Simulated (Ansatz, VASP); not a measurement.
# One calculation of Pt, two programs

```xyz
1
Lattice="0.0000 1.9029 1.9029 1.9029 0.0000 1.9029 1.9029 1.9029 0.0000" Properties=species:S:1:pos:R:3 pbc="T T T"
Pt    0.0000    0.0000    0.0000
```

Alike in both runs: task single point; functional PBE; k mesh 8 × 8 × 8; occupations gaussian, width 0.1 eV; no spin polarisation.

|  | VASP | Ansatz |
| --- | --- | --- |
| version | VASP 6.6.1 | Ansatz 0.2.0 |
| potentials or method | VASP PAW PBE potentials, release 64 (Pt), cutoff 500 eV | scalar-relativistic, plane waves, PAW |
| valence electrons in the cell | 10 | 18 |

|  | VASP | Ansatz | Ansatz less VASP |
| --- | --- | --- | --- |
| gap on the k mesh at the Fermi level (eV) | none | none | - |
| pressure (GPa) | 43.1 | 43.7 | +0.67 |

A gap of «none» marks a metal or a gap that the smearing closes. Both programs put the cell under a high pressure, so it lies far from rest at this level. VASP's potentials hold 10 valence electrons a cell and Ansatz's 18, so a difference there can come from the potentials and not from the codes.

Neither program's run includes spin-orbit coupling.
